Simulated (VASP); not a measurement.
# SiGe: single point with r2SCAN

SiGe:

```
Si Ge
1.0
     4.01449    0.00000    0.00000
    -2.00725    3.47665    0.00000
     0.00000    0.00000    6.10198
Si Ge
2 2
Direct
  0.66667 0.33333 0.87461
  0.33333 0.66667 0.37461
  0.66667 0.33333 0.50039
  0.33333 0.66667 0.00039
```

This cell differs from its parent crystal: ratio of the length along z to the lengths across it x 0.92, volume and fractional coordinates fixed.

```json
{
 "Program": "VASP 6.6.1",
 "Task": "single point",
 "Functional": "r2SCAN",
 "Potentials or basis": "VASP PAW PBE potentials, release 64 (Si, Ge_d)",
 "Cutoff": "520 eV",
 "k mesh": "12 × 12 × 6",
 "Occupations": "gaussian, width 0.05 eV",
 "Spin": "no spin polarisation",
 "Dipole correction": "no",
 "Further INCAR settings": "ALGO = Normal; EDIFF = 1e-06; NBANDS = 26"
}
```

```yaml
Pressure: 1.1 GPa
Largest_force: 1.042 eV/Å
Band_gap_on_the_k_mesh: zero (bands 18 and 19 overlap by 0.06 eV)
```

Forces in eV/Å, atoms in the order of the input:
```
Si   0.000  0.000  1.042
Si   0.000  0.000  1.042
Ge   0.000  0.000 -1.042
Ge   0.000  0.000 -1.042
```

Stress tensor (GPa, compression positive):
```
-5.65  0.00  0.00
 0.00 -5.65  0.00
 0.00  0.00 14.58
```

Levels at points of the mesh, in eV from the Fermi level:
```tsv
k point	band 14	band 15	band 16	band 17	band 18	band 19	band 20	band 21	band 22	band 23
(0.00, 0.00, 0.00)	-2.11	-2.11	-0.30	-0.12	0.06	0.06	1.75	1.75	2.05	3.96
(0.50, 0.00, 0.00)	-6.23	-5.04	-3.62	-3.23	-1.40	0.26	2.48	3.24	3.71	5.91
(0.00, 0.00, 0.50)	-4.40	-1.31	-1.31	-1.31	-1.31	0.96	0.96	3.10	3.10	3.10
(0.50, 0.00, 0.50)	-7.82	-2.77	-2.77	-2.42	-2.42	0.93	0.93	2.51	2.51	6.30
```

Wall time 4.5 min on 1 thread of AMD EPYC 9R45 96-Core Processor (Zen 5), with other jobs on the host, peak memory 0.27 GiB.

Caveat: the stress differs along the axes, from -6 to 15 GPa; semilocal functionals underestimate gaps, and a narrow one can read as zero; the PAW data sets were made with another functional, which shifts forces and pressure a little.
